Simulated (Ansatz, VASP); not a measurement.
# Au in VASP and in Ansatz

```
CELL_PARAMETERS angstrom
2.93072 0.00000 0.00000
-1.46536 2.53807 0.00000
0.00000 0.00000 24.17399
ATOMIC_POSITIONS crystal
Au 0.00000 0.00000 0.99960
Au 0.33333 0.66667 0.10000
Au 0.00000 0.00000 0.20040
Au 0.33333 0.66667 0.30031
Au 0.66667 0.33333 0.40021
Au 0.33333 0.66667 0.50010
Au 0.00000 0.00000 0.60000
Au 0.33333 0.66667 0.69990
Au 0.66667 0.33333 0.79979
Au 0.33333 0.66667 0.89969
```

Alike in both runs: functional PBE; k mesh 18 × 18 × 2; occupations gaussian, width 0.1 eV; no spin polarisation.

Ansatz relaxed the structure, and its values are those at the end. VASP's run is a single point on that final structure, the one shown.

|  | VASP | Ansatz |
| --- | --- | --- |
| version | VASP 6.6.1 | Ansatz 0.2.0 |
| potentials or method | VASP PAW PBE potentials, release 64 (Au), cutoff 520 eV | scalar-relativistic, plane waves, PAW |
| valence electrons in the cell | 110 | 190 |

```csv
,VASP,Ansatz,Ansatz less VASP
gap on the k mesh at the Fermi level (eV),none,none,-
pressure (GPa),-0.2,0.0,+0.24
```

A gap of «none» marks a metal or a gap that the smearing closes. VASP's potentials hold 110 valence electrons a cell and Ansatz's 190, so a difference there can come from the potentials and not from the codes.

Neither program's run includes spin-orbit coupling.
